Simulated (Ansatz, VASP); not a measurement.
Two plane-wave programs on HC4

File INCAR:

```
SYSTEM = HC4
PREC = Accurate
ENCUT = 520
EDIFF = 1E-6
ISMEAR = 0
SIGMA = 0.1
LREAL = .False.
LASPH = .True.
NELM = 120
ALGO = Normal
ISIF = 2
LWAVE = .False.
LCHARG = .True.
LDIPOL = .True.
IDIPOL = 3
DIPOL = 0.5 0.5 0.234
GGA = PE
IVDW = 12
LELF = .True.
LVHAR = .True.
LVACPOTAV = .True.
NBANDS = 28
GGA_COMPAT = .False.
NELMDL = -8
```

KPOINTS

```
regular mesh
0
Gamma
  6 6 1
  0 0 0
```

Contents of POSCAR:

```
HC4
1.0
    4.9314379192      0.0000000000      0.0000000000
   -2.4657189596      4.2707505152      0.0000000000
    0.0000000000      0.0000000000     18.0000000000
C H
8 2
Direct
    0.1666666667      0.3333333333      0.2222222222
    0.1666666667      0.8333333333      0.2222222222
    0.6666666667      0.3333333333      0.2222222222
    0.6666666667      0.8333333333      0.2222222222
    0.3333333333      0.1666666667      0.2222222222
    0.3333333333      0.6666666667      0.2222222222
    0.8333333333      0.1666666667      0.2222222222
    0.8333333333      0.6666666667      0.2222222222
    0.1286171483      0.3713828517      0.2827777778
    0.2047161850      0.2952838150      0.2827777778
```

Input for Ansatz:

```yaml
crystal:
  lattice:
    - [4.9314379195, 0.0, 0.0]
    - [-2.4657189597, 4.2707505154, 0.0]
    - [0.0, 0.0, 18.0]
  atoms:
    - { symbol: C, position: [0.1666666667, 0.3333333333, 0.2222222222] }
    - { symbol: C, position: [0.1666666667, 0.8333333333, 0.2222222222] }
    - { symbol: C, position: [0.6666666667, 0.3333333333, 0.2222222222] }
    - { symbol: C, position: [0.6666666667, 0.8333333333, 0.2222222222] }
    - { symbol: C, position: [0.3333333333, 0.1666666667, 0.2222222222] }
    - { symbol: C, position: [0.3333333333, 0.6666666667, 0.2222222222] }
    - { symbol: C, position: [0.8333333333, 0.1666666667, 0.2222222222] }
    - { symbol: C, position: [0.8333333333, 0.6666666667, 0.2222222222] }
    - { symbol: H, position: [0.1286171483, 0.3713828517, 0.2827777778] }
    - { symbol: H, position: [0.204716185, 0.295283815, 0.2827777778] }
basis:
  ecutwfc: 420
kpoints:
  mp_grid: { grid: [6, 6, 1] }
hamiltonian:
  xc: pbe
  dispersion: d3bj
scf:
  occupations: { method: gaussian, width: 0.1 }
output:
  forces: true
  eigenvalues: true
efield:
  axis: 3
  dipole_correction: true
  ramp_width: 0.04
```

Alike in both runs: task single point; functional PBE; dispersion D3(BJ); k mesh 6 × 6 × 1; occupations gaussian, width 0.1 eV; no spin polarisation.

|  | VASP | Ansatz |
| --- | --- | --- |
| version | VASP 6.6.1 | Ansatz 0.2.0 |
| potentials or method | VASP PAW PBE potentials, release 64 (C, H), cutoff 520 eV | scalar-relativistic, plane waves, PAW |
| valence electrons in the cell | 34 | 34 |

Ansatz gave:

| Quantity | Value |
| --- | --- |
| gap on the k mesh at the Fermi level (eV) | 0.78 |
| least direct gap on the mesh (eV) | 0.96 |
| rms of the force components (eV/Å) | 2.890 |

Task: What did VASP give for the same quantities?

Result: gap on the k mesh at the Fermi level (eV): 0.78; least direct gap on the mesh (eV): 0.95; rms of the force components (eV/Å): 2.915.

Atom by atom the forces differ by 0.029 eV/Å (rms over components).
